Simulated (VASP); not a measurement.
# BP (I-4m2) in VASP: further runs

Runs on BP. Level: PBE. Tasks: single point.

Program: VASP 6.6.1. These are calculated values, not measurements. Logs are shortened: lines on timing, memory, paths and dates and some standing lists are left out, and cuts for length are marked.

**1. The cell of the first run**

Symmetry: I-4m2, No. 119, tetragonal system. Conventional cell: a = 3.033 Å, b = 3.033 Å, c = 4.840 Å, α = 90.00°, β = 90.00°, γ = 90.00°. Within 2.6 Å of B (site symmetry -4m2) lie 4 P at 1.94 Å. Within 2.6 Å of P (site symmetry -4m2) lie 4 B at 1.94 Å.

**2. Single point, PBE (11.13 Å³/atom)**

INCAR

```
SYSTEM = BP
  PREC = Accurate
  ENCUT = 520
  EDIFF = 1E-6
  ISMEAR = 0
  SIGMA = 0.05
  LREAL = .False.
  LASPH = .True.
  NELM = 100
  ALGO = Normal
  ISIF = 2
  LWAVE = .False.
  LCHARG = .True.
  GGA = PE
  LELF = .True.
  LVHAR = .True.
  NBANDS = 11
```

KPOINTS

```
regular mesh
0
Gamma
  12 12 12
  0 0 0
```

POSCAR

```
BP
1.0
    0.0000000000      2.4199578552      2.1449723942
    2.1449723942      0.0000000000      2.1449723942
    2.1449723942      2.4199578552      0.0000000000
B P
1 1
Direct
    0.0000000000      0.0000000000      0.0000000000
    0.7500000000      0.7500000000      0.7500000000
```

Potentials or basis: VASP PAW PBE potentials, release 64 (B, P).

Started as:

```
$ cat potpaw_PBE.64/B/POTCAR potpaw_PBE.64/P/POTCAR > POTCAR
$ mpirun -np 1 vasp_std > vasp.out
```

OUTCAR:

```text
SYSTEM = BP
   PREC = Accurate
   ENCUT = 520
   EDIFF = 1E-6
   ISMEAR = 0
   LREAL = .False.
   LASPH = .True.
   NELM = 100
   ISIF = 2
   GGA = PE

 ion  position               nearest neighbor table
   1  0.000  0.000  0.000-   2 1.94   2 1.94   2 1.94   2 1.94
   2  0.750  0.750  0.750-   1 1.94   1 1.94   1 1.94   1 1.94

  LATTYP: Found a body centered tetragonal cell.
 ALAT       =     3.0334490508
 C/A-ratio  =     1.5955157411

  Lattice vectors:

 A1 = (   0.0000000000,  -2.4199578552,   2.1449723942)
 A2 = (   0.0000000000,  -2.4199578552,  -2.1449723942)
 A3 = (   2.1449723942,   2.4199578552,   0.0000000000)

Analysis of symmetry for initial positions (statically):
=====================================================================
 Subroutine PRICEL returns:
 Original cell was already a primitive cell.

 Routine SETGRP: Setting up the symmetry group for a
 body centered tetragonal supercell.

 Subroutine GETGRP returns: Found  8 space group operations
 (whereof  8 operations were pure point group operations)
 out of a pool of 16 trial point group operations.

The static configuration has the point symmetry D_2d.

Analysis of symmetry for dynamics (positions and initial velocities):
=====================================================================
 Subroutine PRICEL returns:
 Original cell was already a primitive cell.

 Routine SETGRP: Setting up the symmetry group for a
 body centered tetragonal supercell.

 Subroutine GETGRP returns: Found  8 space group operations
 (whereof  8 operations were pure point group operations)
 out of a pool of 16 trial point group operations.

The dynamic configuration has the point symmetry D_2d.

 Subroutine INISYM returns: Found  8 space group operations
 (whereof  8 operations are pure point group operations),
 and found     1 'primitive' translations

----------------------------------------------------------------------------------------

                                     Primitive cell

  volume of cell :      22.2680

  direct lattice vectors                    reciprocal lattice vectors
     0.000000000  2.419957855  2.144972394    -0.233103233  0.206615168  0.233103233
     2.144972394  0.000000000  2.144972394     0.233103233 -0.206615168  0.233103233
     2.144972394  2.419957855  0.000000000     0.233103233  0.206615168 -0.233103233

  length of vectors
     3.233744361  3.033449051  3.233744361     0.389055346  0.389055346  0.389055346

  position of ions in fractional coordinates (direct lattice)
     0.000000000  0.000000000  0.000000000
     0.750000000  0.750000000  0.750000000

  ion indices of the primitive-cell ions
   primitive index   ion index
                 1           1
                 2           2

----------------------------------------------------------------------------------------

 KPOINTS: regular mesh

Automatic generation of k-mesh.
 Grid dimensions read from file:
 generate k-points for:   12   12   12

 Generating k-lattice:

  Cartesian coordinates                     Fractional coordinates (reciprocal lattice)
    -0.019425269  0.017217931  0.019425269     0.083333333  0.000000000  0.000000000
     0.019425269 -0.017217931  0.019425269     0.000000000  0.083333333  0.000000000
     0.019425269  0.017217931 -0.019425269     0.000000000  0.000000000  0.083333333

  Length of vectors
     0.032421279  0.032421279  0.032421279

  Shift w.r.t. Gamma in fractional coordinates (k-lattice)
     0.000000000  0.000000000  0.000000000

 Subroutine IBZKPT returns following result:
 ===========================================

 Found    163 irreducible k-points:

 Following reciprocal coordinates:
            Coordinates               Weight
  0.000000  0.000000  0.000000      1.000000
  0.083333  0.000000  0.000000      8.000000
  0.166667  0.000000  0.000000      8.000000
  0.250000  0.000000  0.000000      8.000000
  0.333333  0.000000  0.000000      8.000000
  0.416667  0.000000  0.000000      8.000000
[... 16 lines left out ...]
  0.500000  0.166667  0.000000     16.000000
 -0.416667  0.166667  0.000000     16.000000
 [... further k-points ...]
   k-points           NKPTS =    163   k-points in BZ     NKDIM =    163   number of bands    NBANDS=     11
   number of dos      NEDOS =    301   number of ions     NIONS =      2
   total plane-waves  NPLWV =  13824
   dimension x,y,z NGX =    24 NGY =   24 NGZ =   24
   dimension x,y,z NGXF=    48 NGYF=   48 NGZF=   48
   ions per type =               1   1
   NGX,Y,Z   is equivalent  to a cutoff of  12.34, 13.15, 12.34 a.u.
   NGXF,Y,Z  is equivalent  to a cutoff of  24.68, 26.31, 24.68 a.u.
 SYSTEM =  BP
   PREC   = accura    normal or accurate (medium, high low for compatibility)
   ISTART =      0    job   : 0-new  1-cont  2-samecut
   ICHARG =      2    charge: 1-file 2-atom 10-const
   ISPIN  =      1    spin polarized calculation?
   LNONCOLLINEAR =      F non collinear calculations
   LSORBIT =      F    spin-orbit coupling
   LASPH  =      T    aspherical Exc in radial PAW
   ENCUT  =  520.0 eV  38.22 Ry    6.18 a.u.   6.01  5.64  6.01*2*pi/ulx,y,z
   NELM   =    100;   NELMIN=  2; NELMDL= -5     # of ELM steps
   EDIFF  = 0.1E-05   stopping-criterion for ELM
   LREAL  =      F    real-space projection
   EDIFFG = 0.1E-04   stopping-criterion for IOM
   NSW    =      0    number of steps for IOM
   IBRION =     -1    ionic relax: 0-MD 1-quasi-New 2-CG
   NFREE  =      0    steps in history (QN), initial steepest desc. (CG)
   ISIF   =      2    stress and relaxation
   ISYM   =      2    0-nonsym 1-usesym 2-fastsym
   POTIM  = 0.5000    time-step for ionic-motion
   TEBEG  =    0.0;   TEEND  =   0.0 temperature during run
   PSTRESS=    0.0 pullay stress
   NELECT =       8.0000    total number of electrons
   NUPDOWN=      -1.0000    fix difference up-down
   EMIN   =  10.00;   EMAX   =-10.00  energy-range for DOS
   EFERMI =   0.00;   METHOD = LEGACY
   ISMEAR =     0;   SIGMA  =   0.05  broadening in eV -4-tet -1-fermi 0-gaus
   EFERMI_NEDOS =   21; number of points for ismear=-14 and -15
   IALGO  =     38    algorithm
   IMIX   =      4    mixing-type and parameters
     AMIX     =   0.40;   BMIX     =  1.00
     AMIX_MAG =   1.60;   BMIX_MAG =  1.00
  volume/ion in A,a.u.               =      11.13        75.14
  Fermi-wavevector in a.u.,A,eV,Ry     =   1.163798  2.199260 18.428094  1.354427
  Thomas-Fermi vector in A             =   2.300344
   LORBIT       =      0    0 simple, 1 ext, 2 COOP (PROOUT), +10 PAW based schemes
   GGA     = PE    functional components
   LHFCALC =     F    Hartree Fock is set to
   AEXX    =    0.0000 exact exchange contribution
   IVDW    =     0    specifies the selected vdW correction
   LEPSILON=     F    determine dielectric tensor
   LRPA    =     F    only Hartree local field effects (RPA)
 non-spin polarized calculation
 Gauss-broadening in eV      SIGMA  =   0.05
  energy-cutoff  :      520.00
  volume of cell :       22.27
 maximum number of plane-waves:       628
   NGX = 11   NGY = 11   NGZ = 11

 number of electron       8.0000000 magnetization

 Free energy of the ion-electron system (eV)
  ---------------------------------------------------
  ext. energy  EPLUGINS =         0.00000000
  ---------------------------------------------------
  free energy    TOTEN  =       -12.68711487 eV

  energy without entropy =      -12.68711439  energy(sigma->0) =      -12.68711463

 E-fermi :   8.6214     XC(G=0): -11.1316

 val. band max:        8.5101627604   @ k =   0.0000   0.0000   0.0000
 cond. band min:       8.7395410600   @ k =   0.4167   0.4167   0.0000
 fundamental gap:      0.2293782996
 Fermi energy:         8.6213629463

 k-point     1 :       0.0000    0.0000    0.0000
  band No.  band energies     occupation
      1      -7.8699      2.00000
      2       7.1133      2.00000
      3       8.5102      1.99834
      4       8.5102      1.99834
      5      11.3850      0.00000
      6      11.3850      0.00000
      7      11.9989      0.00000
      8      15.6936      0.00000
      9      18.6083      0.00000
     10      19.9514      0.00000
     11      21.4432      0.00000

 k-point     2 :       0.0833    0.0000    0.0000
  band No.  band energies     occupation
      1      -7.7386      2.00000
      2       6.6370      2.00000
      3       7.7543      2.00000
      4       8.3190      2.00000
      5      11.5177      0.00000
      6      11.7059      0.00000
      7      12.4765      0.00000
      8      16.0002      0.00000
      9      18.3172      0.00000
     10      20.3634      0.00000
     11      21.2563      0.00000

 k-point     3 :       0.1667    0.0000    0.0000
  band No.  band energies     occupation
      1      -7.3477      2.00000
      2       5.0652      2.00000
      3       6.8589      2.00000
      4       7.9357      2.00000
      5      11.5520      0.00000
      6      12.4153      0.00000
      7      13.1558      0.00000
      8      16.7571      0.00000
      9      18.2565      0.00000
     10      20.1790      0.00000
     11      21.2951      0.00000

 k-point     4 :       0.2500    0.0000    0.0000
  band No.  band energies     occupation
      1      -6.7085      2.00000
      2       3.0556      2.00000
      3       6.2262      2.00000
      4       7.5760      2.00000
      5      11.3313      0.00000
      6      13.0952      0.00000
      7      13.5374      0.00000
      8      17.6689      0.00000
      9      18.8701      0.00000
     10      19.6710      0.00000
     11      21.9464      0.00000
[... 239 lines left out ...]
 k-point    22 :       0.4167    0.1667   -0.0000
  band No.  band energies     occupation
      1      -4.9727      2.00000
      2       0.7118      2.00000
      3       4.6344      2.00000
      4       5.5954      2.00000
      5      10.7707      0.00000
      6      13.5855      0.00000
      7      15.0123      0.00000
      8      16.3271      0.00000
      9      21.1999      0.00000
     10      22.7224      0.00000
     11      25.0550      0.00000

 k-point    23 :       0.5000    0.1667    0.0000
  band No.  band energies     occupation
      1      -4.0870      2.00000
      2      -0.6488      2.00000
      3       4.4031      2.00000
      4       5.3647      2.00000
      5      10.8465      0.00000
      6      13.4437      0.00000
      7      16.0185      0.00000
      8      16.7085      0.00000
      9      20.6242      0.00000
     10      23.3369      0.00000
     11      25.2892      0.00000

 k-point    24 :      -0.4167    0.1667    0.0000
  band No.  band energies     occupation
      1      -4.0103      2.00000
      2      -0.7634      2.00000
      3       4.2224      2.00000
      4       5.4028      2.00000
      5      11.0383      0.00000
      6      13.3993      0.00000
      7      15.8816      0.00000
      8      18.3649      0.00000
      9      19.4182      0.00000
     10      22.1493      0.00000
     11      25.2589      0.00000

 [... further k-points ...]

------------------------ aborting loop because EDIFF is reached ----------------------------------------

  FORCE on cell =-STRESS in cart. coord.  units (eV):
  Direction    XX          YY          ZZ          XY          YZ          ZX
  --------------------------------------------------------------------------------------
  -------------------------------------------------------------------------------------
  Total        3.1071073     -2.3246312      3.1071073      0.0000000      0.0000000      0.0000000
  in kB      223.5556355   -167.2566613    223.5556355      0.0000000      0.0000000      0.0000000
  external PRESSURE =      93.2848699 kB  Pullay stress =       0.0000000 kB

 VOLUME and BASIS-vectors are now :
 -----------------------------------------------------------------------------
  energy-cutoff  :      520.00
  volume of cell :       22.27
      direct lattice vectors                 reciprocal lattice vectors
     0.000000000  2.419957855  2.144972394    -0.233103233  0.206615168  0.233103233
     2.144972394  0.000000000  2.144972394     0.233103233 -0.206615168  0.233103233
     2.144972394  2.419957855  0.000000000     0.233103233  0.206615168 -0.233103233

 POSITION                                       TOTAL-FORCE (eV/Angst)
 -----------------------------------------------------------------------------------
      0.00000      0.00000      0.00000        -0.000000      0.000000      0.000000
      3.21746      3.62994      3.21746         0.000000     -0.000000     -0.000000
 -----------------------------------------------------------------------------------
    total drift:                               -0.000000      0.000000      0.000000

  FREE ENERGIE OF THE ION-ELECTRON SYSTEM (eV)
  ---------------------------------------------------
  free  energy   TOTEN  =       -12.6871148701 eV

  energy  without entropy=      -12.6871143931  energy(sigma->0) =      -12.68711463
```

Run time: 23 s. Hardware: 1 thread of Intel Xeon 8259CL, shared host; peak memory 0.16 GiB.

Results:

```
Free energy            : -12.6871 eV
Pressure               : 9.3 GPa
Band gap on the k mesh : 0.23 eV (least direct gap 2.87 eV)
```

Caveat: the cell stands under pressure. A k mesh can miss the band edges.

**3. Single point, PBE (11.13 Å³/atom)**

INCAR

```
PREC     = Accurate       # precision mode
ENCUT    = 520            # plane-wave cutoff, eV
EDIFF    = 1E-6           # SCF threshold, eV
ISMEAR   = 0              # smearing method
SIGMA    = 0.05           # smearing width, eV
LREAL    = False          # projectors in reciprocal space
LASPH    = True           # aspherical terms in the spheres
NELM     = 80             # most SCF steps
ALGO     = Normal         # electronic algorithm
ISIF     = 2              # what is computed and relaxed
LWAVE    = False          # write WAVECAR
LCHARG   = False          # write CHGCAR
GGA      = PE             # functional
NBANDS   = 11             # bands
```

KPOINTS

```
Automatic mesh
0
Gamma
  12 12 12
```

POSCAR

```
BP
1.0
    0.0000000000      2.0604887005      2.3245585520
    2.3245585520      0.0000000000      2.3245585520
    2.3245585520      2.0604887005      0.0000000000
B P
1 1
Direct
    0.0000000000      0.0000000000      0.0000000000
    0.7500000000      0.7500000000      0.7500000000
```

Potentials or basis: VASP PAW PBE potentials, release 64 (B, P).

Started as:

```
$ cat potpaw_PBE.64/B/POTCAR potpaw_PBE.64/P/POTCAR > POTCAR
$ mpirun -np 1 vasp_std > vasp.out
```

OUTCAR:

```text
PREC = Accurate
   ENCUT = 520
   EDIFF = 1E-6
   ISMEAR = 0
   LREAL = False
   LASPH = True
   NELM = 80
   ISIF = 2
   GGA = PE

 ion  position               nearest neighbor table
   1  0.000  0.000  0.000-   2 1.94   2 1.94   2 1.94   2 1.94
   2  0.750  0.750  0.750-   1 1.94   1 1.94   1 1.94   1 1.94

  LATTYP: Found a body centered tetragonal cell.
 ALAT       =     3.2874222308
 C/A-ratio  =     1.2535589017

  Lattice vectors:

 A1 = (   0.0000000000,  -2.0604887005,   2.3245585520)
 A2 = (   0.0000000000,  -2.0604887005,  -2.3245585520)
 A3 = (   2.3245585520,   2.0604887005,   0.0000000000)

Analysis of symmetry for initial positions (statically):
=====================================================================
 Subroutine PRICEL returns:
 Original cell was already a primitive cell.

 Routine SETGRP: Setting up the symmetry group for a
 body centered tetragonal supercell.

 Subroutine GETGRP returns: Found  8 space group operations
 (whereof  8 operations were pure point group operations)
 out of a pool of 16 trial point group operations.

The static configuration has the point symmetry D_2d.

[... 172 lines left out ...]
      4       8.7446      0.00000
      5      11.1247      0.00000
      6      11.8327      0.00000
      7      11.8327      0.00000
      8      15.9873      0.00000
      9      18.7128      0.00000
     10      19.9037      0.00000
     11      21.2755      0.00000
[... 309 lines left out ...]
 k-point    24 :      -0.4167    0.1667    0.0000
  band No.  band energies     occupation
      1      -3.9706      2.00000
      2      -0.9159      2.00000
      3       3.5328      2.00000
      4       6.0366      2.00000
      5      12.0033      0.00000
      6      13.2623      0.00000
      7      15.5573      0.00000
      8      18.5533      0.00000
      9      20.1006      0.00000
     10      22.0507      0.00000
     11      24.4910      0.00000

 [... further k-points ...]

------------------------ aborting loop because EDIFF is reached ----------------------------------------

  FORCE on cell =-STRESS in cart. coord.  units (eV):
  Direction    XX          YY          ZZ          XY          YZ          ZX
  --------------------------------------------------------------------------------------
  -------------------------------------------------------------------------------------
  Total        0.0013091      3.7900454      0.0013091      0.0000000      0.0000000      0.0000000
  in kB        0.0941918    272.6928679      0.0941918      0.0000000      0.0000000      0.0000000
  external PRESSURE =      90.9604172 kB  Pullay stress =       0.0000000 kB

 VOLUME and BASIS-vectors are now :
 -----------------------------------------------------------------------------
  energy-cutoff  :      520.00
  volume of cell :       22.27
      direct lattice vectors                 reciprocal lattice vectors
     0.000000000  2.060488701  2.324558552    -0.215094603  0.242660879  0.215094603
     2.324558552  0.000000000  2.324558552     0.215094603 -0.242660879  0.215094603
     2.324558552  2.060488701  0.000000000     0.215094603  0.242660879 -0.215094603

 POSITION                                       TOTAL-FORCE (eV/Angst)
 -----------------------------------------------------------------------------------
      0.00000      0.00000      0.00000        -0.000000     -0.000000      0.000000
      3.48684      3.09073      3.48684         0.000000      0.000000     -0.000000
 -----------------------------------------------------------------------------------
    total drift:                               -0.000000      0.000000     -0.000000

  FREE ENERGIE OF THE ION-ELECTRON SYSTEM (eV)
  ---------------------------------------------------
  free  energy   TOTEN  =       -12.7304004541 eV

  energy  without entropy=      -12.7302424501  energy(sigma->0) =      -12.73032145
```

OSZICAR:

```text
N       E                     dE             d eps       ncg     rms          rms(c)
DAV:   1     0.918338779573E+01    0.91834E+01   -0.39788E+03  3602   0.661E+02
DAV:   2    -0.129510338249E+02   -0.22134E+02   -0.21198E+02  4731   0.111E+02
DAV:   3    -0.135162083586E+02   -0.56517E+00   -0.56383E+00  4589   0.155E+01
DAV:   4    -0.135181871684E+02   -0.19788E-02   -0.19786E-02  4148   0.107E+00
DAV:   5    -0.135181966958E+02   -0.95274E-05   -0.95280E-05  4469   0.731E-02    0.765E+00
DAV:   6    -0.128390276676E+02    0.67917E+00   -0.15224E+00  4093   0.543E+00    0.411E+00
DAV:   7    -0.127384173953E+02    0.10061E+00   -0.26124E-01  4510   0.255E+00    0.140E+00
DAV:   8    -0.127299476515E+02    0.84697E-02   -0.27652E-02  4222   0.957E-01    0.217E-01
DAV:   9    -0.127302259115E+02   -0.27826E-03   -0.69069E-04  4260   0.182E-01    0.144E-01
DAV:  10    -0.127303917511E+02   -0.16584E-03   -0.22815E-04  4119   0.957E-02    0.313E-02
DAV:  11    -0.127303995481E+02   -0.77970E-05   -0.87277E-06  4612   0.196E-02    0.364E-02
DAV:  12    -0.127304004541E+02   -0.90595E-06   -0.44262E-06  4081   0.105E-02
   1 F= -.12730400E+02 E0= -.12730321E+02  d E =-.158004E-03
```

stdout:

```text
POSCAR found type information on POSCAR B P
 POSCAR found :  2 types and       2 ions
 scaLAPACK will be used
 LDA part: xc-table for (Slater+PW92), standard interpolation
 POSCAR, INCAR and KPOINTS ok, starting setup
 FFT: planning ... GRIDC
 FFT: planning ... GRID_SOFT
 FFT: planning ... GRID
 WAVECAR not read
 entering main loop
```

Run time: 27 s. Hardware: 1 thread of Intel Xeon 8259CL, shared host; peak memory 0.16 GiB.

What came out:

```
Free energy            : -12.7304 eV
Pressure               : 9.1 GPa
Band gap on the k mesh : zero (bands 4 and 5 overlap by 0.61 eV)
```

Levels at points of the mesh, in eV from the Fermi level:
```tsv
k point	band 1	band 2	band 3	band 4	band 5	band 6	band 7	band 8
(0.00, 0.00, 0.00)	-16.22	-0.66	-0.66	0.39	2.77	3.48	3.48	7.63
(0.50, 0.00, 0.00)	-12.68	-9.69	-2.86	-1.43	2.83	3.80	6.02	10.19
(0.50, 0.50, 0.00)	-11.50	-9.52	-4.21	-3.99	1.46	1.93	10.66	12.77
(0.50, 0.00, 0.50)	-10.28	-8.35	-5.42	-5.42	0.03	0.18	12.12	12.12
```

Caveat: the cell stands under pressure; semilocal functionals underestimate gaps, so a narrow gap can read as zero.
